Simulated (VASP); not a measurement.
Write the native input for VASP 6.6.1 that does the following.

```yaml
Task: single point
Functional: PBE
Potentials_or_basis: VASP PAW PBE potentials, release 64 (Pb_d, Te)
Cutoff: 500 eV
k_mesh: 7 × 7 × 7
Occupations: fermi-dirac, width 0.05 eV
Spin: no spin polarisation
Dipole_correction: no
Further_INCAR_settings: ALGO = Normal; EDIFF = 1e-06; NBANDS = 17
```

The structure of TePb lies in POSCAR:

```
TePb
1.0
    4.0287929844      0.0000000000      0.0000000000
    0.0000000000      4.0287929844      0.0000000000
    0.0000000000      0.0000000000      4.0287929844
Pb Te
1 1
Direct
    0.0000000000      0.0000000000      0.0000000000
    0.5000000000      0.5000000000      0.5000000000
```

These files were run (other wordings do the same):

INCAR

```
SYSTEM = TePb
ALGO = Normal
EDIFF = 1E-6
ENCUT = 500
GGA = PE
GGA_COMPAT = .FALSE.
ISIF = 2
ISMEAR = -1
LASPH = .TRUE.
LCHARG = .FALSE.
LREAL = .FALSE.
LWAVE = .FALSE.
NBANDS = 17
NELM = 120
PREC = Accurate
SIGMA = 0.05
```

KPOINTS

```
k-points
0
G
  7 7 7
  0 0 0
```

Potentials or basis: VASP PAW PBE potentials, release 64 (Pb_d, Te).

Launch:

```console
$ cat potpaw_PBE.64/Pb_d/POTCAR potpaw_PBE.64/Te/POTCAR > POTCAR
$ mpirun -np 1 vasp_std > vasp.out
```

Results of the run:

- Pressure: -0.8 GPa
- Band gap on the k mesh: zero (bands 10 and 11 overlap by 0.74 eV)

Caveat: semilocal functionals underestimate gaps, so a narrow gap can read as zero; spin-orbit coupling is left out, which moves the levels of the heavy elements.

It took 30 s on 1 thread of Intel(R) Xeon(R) Platinum 8175M CPU @ 2.50GHz (Skylake/Cascade Lake) (shared host), peak memory 0.17 GiB.
